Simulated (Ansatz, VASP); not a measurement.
**One calculation of Ge, two programs**

```
Ge
1.0
     0.00000    2.83750    2.83750
     2.83750    0.00000    2.83750
     2.83750    2.83750    0.00000
Ge
2
Direct
  0.00000 0.00000 0.00000
  0.25000 0.25000 0.25000
```

Alike in both runs: functional r2SCAN; k mesh 12 × 12 × 12; occupations gaussian, width 0.02 eV; no spin polarisation.

Ansatz relaxed the structure, and its values are those at the end. VASP's run is a single point on that final structure, the one shown.

|  | VASP | Ansatz |
| --- | --- | --- |
| version | VASP 6.6.1 | Ansatz 0.2.0 |
| potentials or method | VASP PAW PBE potentials, release 64 (Ge_d), cutoff 520 eV | scalar-relativistic, plane waves, PAW |
| valence electrons in the cell | 28 | 28 |

|  | VASP | Ansatz | Ansatz less VASP |
| --- | --- | --- | --- |
| gap on the k mesh at the Fermi level (eV) | 0.32 | 0.35 | +0.039 |
| least direct gap on the mesh (eV) | 0.32 | 0.35 | +0.039 |
| pressure (GPa) | 0.1 | 0.0 | -0.05 |

VASP's potentials were made for PBE, not for r2SCAN.
